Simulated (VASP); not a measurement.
Wanted: the native input for a VASP 6.6.1 run.

```
Task                   : relaxation of shape and atoms at fixed volume
Functional             : PBEsol
Potentials or basis    : VASP PAW PBE potentials, release 64 (As)
Cutoff                 : 600 eV
k mesh                 : 14 × 14 × 8
Occupations            : fermi-dirac, width 0.08 eV
Spin                   : no spin polarisation
Dipole correction      : no
Further INCAR settings : ALGO = Normal; EDIFF = 1e-06; IBRION = 2; EDIFFG = -0.005; NSW = 50; ISIF = 4
```

The structure of As lies in POSCAR:

```
As
1.0
    2.2249424998      0.0000000000      0.0000000000
   -1.1124712499      1.9268567268      0.0000000000
    0.0000000000      0.0000000000      3.6914155355
As
2
Direct
    0.3333333333      0.6666666667      0.2500000000
    0.6666666667      0.3333333333      0.7500000000
```

The input as run:

INCAR

```
PREC     = Accurate       # precision mode
ENCUT    = 600            # plane-wave cutoff, eV
EDIFF    = 1E-6           # SCF threshold, eV
ISMEAR   = -1             # smearing method
SIGMA    = 0.08           # smearing width, eV
LREAL    = False          # projectors in reciprocal space
LASPH    = True           # aspherical terms in the spheres
NELM     = 100            # most SCF steps
ALGO     = Normal         # electronic algorithm
ISIF     = 4              # what is computed and relaxed
LWAVE    = False          # write WAVECAR
LCHARG   = False          # write CHGCAR
GGA      = PS             # functional
IBRION   = 2              # ionic algorithm
NSW      = 50             # ionic steps
EDIFFG   = -0.005         # ionic threshold
```

KPOINTS

```
Automatic mesh
0
Gamma
  14 14 8
```

Potentials or basis: VASP PAW PBE potentials, release 64 (As).

Launch:

```sh
$ cat potpaw_PBE.64/As/POTCAR > POTCAR
$ mpirun -np 1 vasp_std > vasp.out
```

Results of the run:

* Energy gained by relaxing: 16.3 meV/atom
* Ionic steps: 4
* Pressure after relaxing: 495.3 GPa
* Band gap on the k mesh: zero (band 5 reaches 33.08 eV, above the bottom of band 6 at 12.62 eV)

Caveat: the PAW data sets were made with another functional, which shifts forces and pressure a little.

Wall time 41 s on 1 thread of AMD EPYC 9R45 (Zen 5), on a shared host, peak memory 0.11 GiB.
